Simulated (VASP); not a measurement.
# Mg: single point with r2SCAN+rVV10

Mg:

```xyz
1
Lattice="-1.7728 1.7728 1.7728 1.7728 -1.7728 1.7728 1.7728 1.7728 -1.7728" Properties=species:S:1:pos:R:3 pbc="T T T"
Mg    0.0000    0.0000    0.0000
```

This isn't the form of Mg at room conditions, which is hcp.

- Program: VASP 6.6.1
- Task: single point
- Functional: r2SCAN
- Dispersion: rVV10
- Potentials or basis: VASP PAW PBE potentials, release 64 (Mg)
- Cutoff: 660 eV
- k mesh: 11 × 11 × 11
- Occupations: methfessel-paxton, width 0.01 eV
- Spin: no spin polarisation
- Dipole correction: no
- Further INCAR settings: ALGO = Normal; EDIFF = 1e-06; NBANDS = 7

* Pressure: -0.1 GPa
* Band gap on the k mesh: zero (bands 1 and 2 overlap by 3.10 eV)

Levels at points of the mesh, in eV from the Fermi level:
```csv
k point,band 1,band 2,band 3,band 4
"(0.00, 0.00, 0.00)",-7.57,14.07,14.07,14.07
```

It took 72 s on 1 thread of AMD EPYC 7R43 64-Core Processor (Zen 3) (shared host), peak memory 0.22 GiB.

Caveat: the PAW data sets were made with another functional, which shifts forces and pressure a little.
